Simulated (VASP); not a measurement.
Here is a VASP 6.6.1 calculation.

File INCAR:

```
PREC     = Accurate       # precision mode
ENCUT    = 520            # plane-wave cutoff, eV
EDIFF    = 1E-6           # SCF threshold, eV
ISMEAR   = 0              # smearing method
SIGMA    = 0.02           # smearing width, eV
LREAL    = False          # projectors in reciprocal space
LASPH    = True           # aspherical terms in the spheres
NELM     = 80             # most SCF steps
ALGO     = Normal         # electronic algorithm
ISIF     = 2              # what is computed and relaxed
LWAVE    = False          # write WAVECAR
LCHARG   = False          # write CHGCAR
GGA      = CA             # functional
NBANDS   = 36             # bands
```

File KPOINTS:

```
regular mesh
0
Gamma
  12 12 2
```

File POSCAR:

```
SiC
1.0
    3.0592416881      0.0000000029      0.0000000000
   -1.5296208465      2.6493810168      0.0000000000
    0.0000000000      0.0000000000     15.0108127493
Si C
6 6
Direct
    0.3333333333      0.6666666667      0.8329909767
    0.6666666667      0.3333333333      0.3329909767
    0.6666666667      0.3333333333      0.6665017067
    0.3333333333      0.6666666667      0.1665017067
    0.0000000000      0.0000000000      0.4997236444
    0.0000000000      0.0000000000      0.9997236444
    0.0000000000      0.0000000000      0.8743705614
    0.0000000000      0.0000000000      0.3743705614
    0.3333333333      0.6666666667      0.7080024826
    0.6666666667      0.3333333333      0.2080024826
    0.6666666667      0.3333333333      0.5415116282
    0.3333333333      0.6666666667      0.0415116282
```

Potentials or basis: VASP PAW LDA potentials, release 64 (Si, C).

Run with:

```bash
$ cat potpaw_LDA.64/Si/POTCAR potpaw_LDA.64/C/POTCAR > POTCAR
$ mpirun -np 1 vasp_std > vasp.out
```

What does it give for the pressure?

0.4 GPa.

Predict the band gap on the k mesh.

1.97 eV (least direct gap 3.07 eV).

A k mesh can miss the band edges.
